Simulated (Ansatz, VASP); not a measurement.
# SiO2 in VASP and in Ansatz

```
CELL_PARAMETERS angstrom
4.63200 0.00000 0.00000
0.00000 4.63200 0.00000
0.00000 0.00000 6.20900
ATOMIC_POSITIONS crystal
Si 0.33821 0.33821 0.00000
Si 0.16179 0.83821 0.25000
Si 0.66179 0.66179 0.50000
Si 0.83821 0.16179 0.75000
O 0.22243 0.17929 0.21654
O 0.32071 0.72243 0.46654
O 0.77757 0.82071 0.71654
O 0.67929 0.27757 0.96654
O 0.72243 0.32071 0.53346
O 0.82071 0.77757 0.28346
O 0.27757 0.67929 0.03346
O 0.17929 0.22243 0.78346
```

Alike in both runs: functional PBE; k mesh 5 × 5 × 4; occupations fermi-dirac, width 0.02 eV; no spin polarisation.

Ansatz relaxed the structure, and its values are those at the end. VASP's run is a single point on that final structure, the one shown.

|  | VASP | Ansatz |
| --- | --- | --- |
| version | VASP 6.6.1 | Ansatz 0.2.0 |
| potentials or method | VASP PAW PBE potentials, release 64 (Si, O) | plane-wave PAW, scalar-relativistic |
| plane-wave cutoff (eV) | 520 | 420 |
| valence electrons in the cell | 64 | 64 |

```tsv
	VASP	Ansatz	Ansatz less VASP
gap on the k mesh at the Fermi level (eV)	5.91	5.91	0.000
pressure (GPa)	10.5	10.2	-0.32
rms of the force components (eV/Å)	0.011	0.003	-0.0074
```

The functional is the same, so the differences come from potentials, cutoffs and numerics. Ansatz's warnings: stress scf threshold loose.
